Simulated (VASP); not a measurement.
# ZnBi3 (Pm-3m) in VASP: a series of runs

Runs on ZnBi3. Level: PBE. Tasks: relaxation of cell and atoms.

Everything below comes from runs of VASP 6.6.1. Logs are shortened: lines on timing, memory, paths and dates and some standing lists are left out, and cuts for length are marked.

## 1. The cell of the first run

The structure is cubic, space group Pm-3m (No. 221). The conventional cell has a = 4.873 Å, b = 4.873 Å, c = 4.873 Å, α = 90.00°, β = 90.00°, γ = 90.00°. Bi (site symmetry 4/mmm) has 8 Bi at 3.45 Å and 4 Zn at 3.45 Å within 4.5 Å. Zn (site symmetry m-3m) has 12 Bi at 3.45 Å within 4.5 Å.

## 2. Relaxation of cell and atoms, PBE, target pressure 5 GPa, at which the enthalpy is minimised

INCAR reads:

```
SYSTEM = ZnBi3
PREC = Accurate
ENCUT = 600
EDIFF = 1E-6
ISMEAR = -1
SIGMA = 0.05
LREAL = .False.
LASPH = .True.
NELM = 60
ALGO = Normal
ISIF = 3
LWAVE = .False.
LCHARG = .False.
GGA = PE
IBRION = 2
NSW = 60
EDIFFG = -0.01
PSTRESS = 50.0
```

KPOINTS reads:

```
Automatic mesh
0
Gamma
  6 6 6
  0 0 0
```

POSCAR reads:

```
ZnBi3
1.0
    4.8731640000      0.0000000000      0.0000000000
    0.0000000000      4.8731640000      0.0000000000
    0.0000000000      0.0000000000      4.8731640000
Bi Zn
3 1
Direct
    0.5000000000      0.5000000000      0.0000000000
    0.5000000000      0.0000000000      0.5000000000
    0.0000000000      0.5000000000      0.5000000000
    0.0000000000      0.0000000000      0.0000000000
```

Potentials or basis: VASP PAW PBE potentials, release 64 (Bi_d, Zn).

The run is started by

```
cat potpaw_PBE.64/Bi_d/POTCAR potpaw_PBE.64/Zn/POTCAR > POTCAR
mpirun -np 1 vasp_std > vasp.out
```

OUTCAR:

```text
SYSTEM = ZnBi3
   PREC = Accurate
   ENCUT = 600
   EDIFF = 1E-6
   ISMEAR = -1
   LREAL = .False.
   LASPH = .True.
   NELM = 60
   ISIF = 3
   GGA = PE
   IBRION = 2
   NSW = 60
   EDIFFG = -0.01
   PSTRESS = 50.0

 ion  position               nearest neighbor table
   1  0.500  0.500  0.000-   2 3.45   3 3.45   4 3.45   2 3.45   3 3.45   2 3.45   4 3.45   2 3.45
                             3 3.45   4 3.45   3 3.45   4 3.45
   2  0.500  0.000  0.500-   1 3.45   3 3.45   4 3.45   1 3.45   4 3.45   1 3.45   3 3.45   1 3.45
                             3 3.45   4 3.45   4 3.45   3 3.45
   3  0.000  0.500  0.500-   1 3.45   2 3.45   4 3.45   1 3.45   4 3.45   2 3.45   4 3.45   4 3.45
                             1 3.45   2 3.45   1 3.45   2 3.45
   4  0.000  0.000  0.000-   1 3.45   2 3.45   3 3.45   2 3.45   3 3.45   1 3.45   3 3.45   3 3.45
                             1 3.45   2 3.45   2 3.45   1 3.45

  LATTYP: Found a simple cubic cell.
 ALAT       =     4.8731640000

  Lattice vectors:

 A1 = (   4.8731640000,   0.0000000000,   0.0000000000)
 A2 = (   0.0000000000,   4.8731640000,   0.0000000000)
 A3 = (   0.0000000000,   0.0000000000,   4.8731640000)

Analysis of symmetry for initial positions (statically):
=====================================================================
 Subroutine PRICEL returns:
 Original cell was already a primitive cell.

 Routine SETGRP: Setting up the symmetry group for a
 simple cubic supercell.

 Subroutine GETGRP returns: Found 48 space group operations
 (whereof 48 operations were pure point group operations)
 out of a pool of 48 trial point group operations.

The static configuration has the point symmetry O_h .

Analysis of symmetry for dynamics (positions and initial velocities):
=====================================================================
 Subroutine PRICEL returns:
 Original cell was already a primitive cell.

 Routine SETGRP: Setting up the symmetry group for a
 simple cubic supercell.

 Subroutine GETGRP returns: Found 48 space group operations
 (whereof 48 operations were pure point group operations)
 out of a pool of 48 trial point group operations.

The dynamic configuration has the point symmetry O_h .

 Subroutine INISYM returns: Found 48 space group operations
 (whereof 48 operations are pure point group operations),
 and found     1 'primitive' translations

----------------------------------------------------------------------------------------

                                     Primitive cell

  volume of cell :     115.7266

  direct lattice vectors                    reciprocal lattice vectors
     4.873164000  0.000000000  0.000000000     0.205205489  0.000000000  0.000000000
     0.000000000  4.873164000  0.000000000     0.000000000  0.205205489  0.000000000
     0.000000000  0.000000000  4.873164000     0.000000000  0.000000000  0.205205489

  length of vectors
     4.873164000  4.873164000  4.873164000     0.205205489  0.205205489  0.205205489

  position of ions in fractional coordinates (direct lattice)
     0.500000000  0.500000000  0.000000000
     0.500000000  0.000000000  0.500000000
     0.000000000  0.500000000  0.500000000
     0.000000000  0.000000000  0.000000000

  ion indices of the primitive-cell ions
   primitive index   ion index
                 1           1
                 2           2
                 3           3
                 4           4

----------------------------------------------------------------------------------------

 KPOINTS: Automatic mesh

Automatic generation of k-mesh.
 Grid dimensions read from file:
 generate k-points for:    6    6    6

 Generating k-lattice:

  Cartesian coordinates                     Fractional coordinates (reciprocal lattice)
     0.034200915  0.000000000  0.000000000     0.166666667  0.000000000  0.000000000
     0.000000000  0.034200915  0.000000000     0.000000000  0.166666667  0.000000000
     0.000000000  0.000000000  0.034200915     0.000000000  0.000000000  0.166666667

  Length of vectors
     0.034200915  0.034200915  0.034200915

  Shift w.r.t. Gamma in fractional coordinates (k-lattice)
     0.000000000  0.000000000  0.000000000

 Subroutine IBZKPT returns following result:
 ===========================================

 Found     20 irreducible k-points:

 Following reciprocal coordinates:
            Coordinates               Weight
  0.000000  0.000000  0.000000      1.000000
  0.166667  0.000000  0.000000      6.000000
  0.333333  0.000000  0.000000      6.000000
  0.500000  0.000000  0.000000      3.000000
  0.166667  0.166667  0.000000     12.000000
  0.333333  0.166667  0.000000     24.000000
[... 12 lines left out ...]
  0.500000  0.500000  0.333333      6.000000
  0.500000  0.500000  0.500000      1.000000
   k-points           NKPTS =     20   k-points in BZ     NKDIM =     20   number of bands    NBANDS=     34
   number of dos      NEDOS =    301   number of ions     NIONS =      4
   total plane-waves  NPLWV =  64000
   dimension x,y,z NGX =    40 NGY =   40 NGZ =   40
   dimension x,y,z NGXF=    80 NGYF=   80 NGZF=   80
   ions per type =               3   1
   NGX,Y,Z   is equivalent  to a cutoff of  13.65, 13.65, 13.65 a.u.
   NGXF,Y,Z  is equivalent  to a cutoff of  27.29, 27.29, 27.29 a.u.
 SYSTEM =  ZnBi3
   PREC   = accura    normal or accurate (medium, high low for compatibility)
   ISTART =      0    job   : 0-new  1-cont  2-samecut
   ICHARG =      2    charge: 1-file 2-atom 10-const
   ISPIN  =      1    spin polarized calculation?
   LNONCOLLINEAR =      F non collinear calculations
   LSORBIT =      F    spin-orbit coupling
   LASPH  =      T    aspherical Exc in radial PAW
   ENCUT  =  600.0 eV  44.10 Ry    6.64 a.u.   9.73  9.73  9.73*2*pi/ulx,y,z
   NELM   =     60;   NELMIN=  2; NELMDL= -5     # of ELM steps
   EDIFF  = 0.1E-05   stopping-criterion for ELM
   LREAL  =      F    real-space projection
   EDIFFG = -.1E-01   stopping-criterion for IOM
   NSW    =     60    number of steps for IOM
   IBRION =      2    ionic relax: 0-MD 1-quasi-New 2-CG
   NFREE  =      1    steps in history (QN), initial steepest desc. (CG)
   ISIF   =      3    stress and relaxation
   ISYM   =      2    0-nonsym 1-usesym 2-fastsym
   POTIM  = 0.5000    time-step for ionic-motion
   TEBEG  =    0.0;   TEEND  =   0.0 temperature during run
   PSTRESS=   50.0 pullay stress
   NELECT =      57.0000    total number of electrons
   NUPDOWN=      -1.0000    fix difference up-down
   EMIN   =  10.00;   EMAX   =-10.00  energy-range for DOS
   EFERMI =   0.00;   METHOD = LEGACY
   ISMEAR =    -1;   SIGMA  =   0.05  broadening in eV -4-tet -1-fermi 0-gaus
   EFERMI_NEDOS =   21; number of points for ismear=-14 and -15
   IALGO  =     38    algorithm
   IMIX   =      4    mixing-type and parameters
     AMIX     =   0.40;   BMIX     =  1.00
     AMIX_MAG =   1.60;   BMIX_MAG =  1.00
  volume/ion in A,a.u.               =      28.93       195.24
  Fermi-wavevector in a.u.,A,eV,Ry     =   1.292872  2.443173 22.742372  1.671517
  Thomas-Fermi vector in A             =   2.424553
   LORBIT       =      0    0 simple, 1 ext, 2 COOP (PROOUT), +10 PAW based schemes
   GGA     = PE    functional components
   LHFCALC =     F    Hartree Fock is set to
   AEXX    =    0.0000 exact exchange contribution
   IVDW    =     0    specifies the selected vdW correction
   LEPSILON=     F    determine dielectric tensor
   LRPA    =     F    only Hartree local field effects (RPA)
 conjugate gradient relaxation of ions
 non-spin polarized calculation
  energy-cutoff  :      600.00
  volume of cell :      115.73
 maximum number of plane-waves:      3900
 NGX is ok and might be reduce to    40
   NGX = 19   NGY = 19   NGZ = 19

--------------------------------------- Ionic step        1  -------------------------------------------

 number of electron      56.9999976 magnetization

 Free energy of the ion-electron system (eV)
  ---------------------------------------------------
  ext. energy  EPLUGINS =         0.00000000
  ---------------------------------------------------
  free energy    TOTEN  =       -12.06038226 eV

  energy without entropy =      -12.03839648  energy(sigma->0) =      -12.04938937

------------------------ aborting loop because EDIFF is reached ----------------------------------------

  FORCE on cell =-STRESS in cart. coord.  units (eV):
  Direction    XX          YY          ZZ          XY          YZ          ZX
  --------------------------------------------------------------------------------------
  -------------------------------------------------------------------------------------
  Total       -0.0391778     -0.0391778     -0.0391778      0.0000000      0.0000000      0.0000000
  in kB       -0.5423975     -0.5423975     -0.5423975      0.0000000      0.0000000      0.0000000
  external PRESSURE =     -50.5423975 kB  Pullay stress =      50.0000000 kB

 VOLUME and BASIS-vectors are now :
 -----------------------------------------------------------------------------
  energy-cutoff  :      600.00
  volume of cell :      115.73
      direct lattice vectors                 reciprocal lattice vectors
     4.873164000  0.000000000  0.000000000     0.205205489  0.000000000  0.000000000
     0.000000000  4.873164000  0.000000000     0.000000000  0.205205489  0.000000000
     0.000000000  0.000000000  4.873164000     0.000000000  0.000000000  0.205205489
[... 50 lines left out ...]
  FREE ENERGIE OF THE ION-ELECTRON SYSTEM (eV)
  ---------------------------------------------------
  free  energy   TOTEN  =       -11.6963770909 eV

  energy  without entropy=      -11.6791310685  energy(sigma->0) =      -11.68775408

  enthalpy is  TOTEN    =        -8.5411895642 eV   P V=        3.1551875267

--------------------------------------- Ionic step        3  -------------------------------------------

 number of electron      57.0000013 magnetization

 Free energy of the ion-electron system (eV)
  ---------------------------------------------------
  ext. energy  EPLUGINS =         0.00000000
  ---------------------------------------------------
  free energy    TOTEN  =       -11.92923735 eV

  energy without entropy =      -11.91094895  energy(sigma->0) =      -11.92009315

 E-fermi :   7.3493     XC(G=0): -10.5656

 val. band max:        7.2790874606   @ k =   0.5000   0.3333   0.1667
 cond. band min:       7.4997516949   @ k =   0.5000   0.1667   0.0000
 fundamental gap:      0.2206642343
 Fermi energy:         7.3493079215

 k-point     1 :       0.0000    0.0000    0.0000
  band No.  band energies     occupation
      1     -15.6614      2.00000
      2     -15.6614      2.00000
      3     -15.6614      2.00000
      4     -15.6285      2.00000
      5     -15.5396      2.00000
      6     -15.5396      2.00000
[... 751 lines left out ...]
 POSITION                                       TOTAL-FORCE (eV/Angst)
 -----------------------------------------------------------------------------------
      2.36970      2.36970      0.00000         0.000000      0.000000     -0.000000
      2.36970      0.00000      2.36970        -0.000000      0.000000     -0.000000
     -0.00000      2.36970      2.36970        -0.000000      0.000000      0.000000
      0.00000      0.00000      0.00000        -0.000000     -0.000000     -0.000000
 -----------------------------------------------------------------------------------
    total drift:                               -0.000000     -0.000000     -0.000000

  FREE ENERGIE OF THE ION-ELECTRON SYSTEM (eV)
  ---------------------------------------------------
  free  energy   TOTEN  =       -11.9292373452 eV

  energy  without entropy=      -11.9109489508  energy(sigma->0) =      -11.92009315

  enthalpy is  TOTEN    =        -8.6070126653 eV   P V=        3.3222246799

 reached required accuracy - stopping structural energy minimisation
```

Wall time 1.9 min (1 thread of AMD EPYC 9R45 (Zen 5), shared host); peak memory 0.27 GiB.

Results:

```yaml
Free_energy: -11.9292 eV
Relaxed_volume: 26.61 Å³/atom
Relaxed_cell: a = 4.739 Å, b = 4.739 Å, c = 4.739 Å, α = 90.00°, β = 90.00°, γ = 90.00°
Space_group_after_relaxing_to_0.1_Å: Pm-3m (No. 221)
Energy_change_on_relaxing_the_run_minimises_the_enthalpy: +32.8 meV/atom
Ionic_steps: 3
Pressure_after_relaxing: 5.0 GPa
Band_gap_on_the_k_mesh: zero (an odd number of electrons rules out a gap without spin polarisation)
```

Step by step:
```
step  energy change (eV)  largest force (eV/Å)  pressure (GPa)  volume (Å³)
   1              0.0000                0.0000           -0.05       115.73
   2              0.3640                0.0000            9.15       101.10
   3              0.1311                0.0000            4.98       106.46
```

Final structure:
```cif
data_structure
_symmetry_space_group_name_H-M 'P 1'
_symmetry_Int_Tables_number 1
_cell_length_a 4.7394
_cell_length_b 4.7394
_cell_length_c 4.7394
_cell_angle_alpha 90.000
_cell_angle_beta 90.000
_cell_angle_gamma 90.000
_cell_volume 106.46
loop_
_atom_site_label
_atom_site_type_symbol
_atom_site_fract_x
_atom_site_fract_y
_atom_site_fract_z
_atom_site_occupancy
Bi1 Bi 0.50000 0.50000 0.00000 1
Bi2 Bi 0.50000 0.00000 0.50000 1
Bi3 Bi 0.00000 0.50000 0.50000 1
Zn1 Zn 0.00000 0.00000 0.00000 1
```

Levels at points of the mesh, in eV from the Fermi level:
```csv
k point,band 25,band 26,band 27,band 28,band 29,band 30,band 31,band 32
"(0.00, 0.00, 0.00)",-4.11,-4.11,-2.23,1.16,1.16,1.16,2.51,2.51
"(0.50, 0.00, 0.00)",-2.65,-2.65,-1.40,-1.40,-0.49,-0.43,3.01,3.03
"(0.50, 0.50, 0.00)",-2.66,-1.22,-1.22,-0.91,-0.51,-0.51,0.61,2.32
"(0.50, 0.50, 0.50)",-4.68,-4.68,-4.68,-3.07,4.47,4.47,4.93,4.93
```

Caveat: the cell is relaxed towards a set pressure, so the run minimises the enthalpy, not the energy; spin-orbit coupling is left out, which moves the levels of the heavy elements.

## 3. Relaxation of cell and atoms, PBE, target pressure 10 GPa, at which the enthalpy is minimised

INCAR reads:

```
SYSTEM = ZnBi3
ALGO = Normal ; EDIFF = 1E-7
EDIFFG = -0.01 ; ENCUT = 600
GGA = PE ; IBRION = 2
ISIF = 3 ; ISMEAR = -1
LASPH = .True. ; LCHARG = .False.
LREAL = .False. ; LWAVE = .False.
NELM = 80 ; NSW = 60
PREC = Accurate ; PSTRESS = 100.0
SIGMA = 0.05
```

KPOINTS reads:

```
k-points
0
Gamma
  6 6 6
  0 0 0
```

POSCAR is that of step 2.

Potentials or basis: VASP PAW PBE potentials, release 64 (Bi_d, Zn).

The run is started by

```
cat potpaw_PBE.64/Bi_d/POTCAR potpaw_PBE.64/Zn/POTCAR > POTCAR
mpirun -np 1 vasp_std > vasp.out
```

Wall time 2.7 min (1 thread of AMD EPYC 9R45 (Zen 5), shared host); peak memory 0.27 GiB.

It converged, with:

| Item | Value |
| --- | --- |
| Free energy | -11.6412 eV |
| Relaxed volume | 25.04 Å³/atom |
| Relaxed cell | a = 4.644 Å, b = 4.644 Å, c = 4.644 Å, α = 90.00°, β = 90.00°, γ = 90.00° |
| Space group after relaxing (to 0.1 Å) | Pm-3m (No. 221) |
| Energy change on relaxing (the run minimises the enthalpy) | +104.8 meV/atom |
| Ionic steps | 4 |
| Pressure after relaxing | 10.0 GPa |
| Band gap on the k mesh | zero (an odd number of electrons rules out a gap without spin polarisation) |

Step by step:
| step | energy change (eV) | largest force (eV/Å) | pressure (GPa) | volume (Å³) |
| --- | --- | --- | --- | --- |
| 1 | 0.0000 | 0.0000 | -0.06 | 115.73 |
| 2 | 1.7303 | 0.0000 | 25.89 | 87.88 |
| 3 | 0.4013 | 0.0000 | 9.71 | 100.47 |
| 4 | 0.4192 | 0.0000 | 9.98 | 100.18 |

Final structure:
```xyz
4
Lattice="4.6443 0.0000 0.0000 0.0000 4.6443 0.0000 0.0000 0.0000 4.6443" Properties=species:S:1:pos:R:3 pbc="T T T"
Bi    2.3222    2.3222    0.0000
Bi    2.3222    0.0000    2.3222
Bi    0.0000    2.3222    2.3222
Zn    0.0000    0.0000    0.0000
```

Levels at points of the mesh, in eV from the Fermi level:
| k point | band 26 | band 27 | band 28 | band 29 | band 30 | band 31 |
| --- | --- | --- | --- | --- | --- | --- |
| (0.00, 0.00, 0.00) | -4.42 | -2.28 | 1.21 | 1.21 | 1.21 | 2.55 |
| (0.50, 0.00, 0.00) | -2.84 | -1.55 | -1.55 | -0.58 | -0.49 | 3.20 |
| (0.50, 0.50, 0.00) | -1.25 | -1.25 | -1.00 | -0.56 | -0.56 | 0.68 |
| (0.50, 0.50, 0.50) | -5.04 | -5.04 | -3.22 | 4.78 | 4.78 | 5.32 |

Caveat: the cell is relaxed towards a set pressure, so the run minimises the enthalpy, not the energy; spin-orbit coupling is left out, which moves the levels of the heavy elements.

The gap in the log of VASP goes by the Fermi energy; the results here count the filled bands.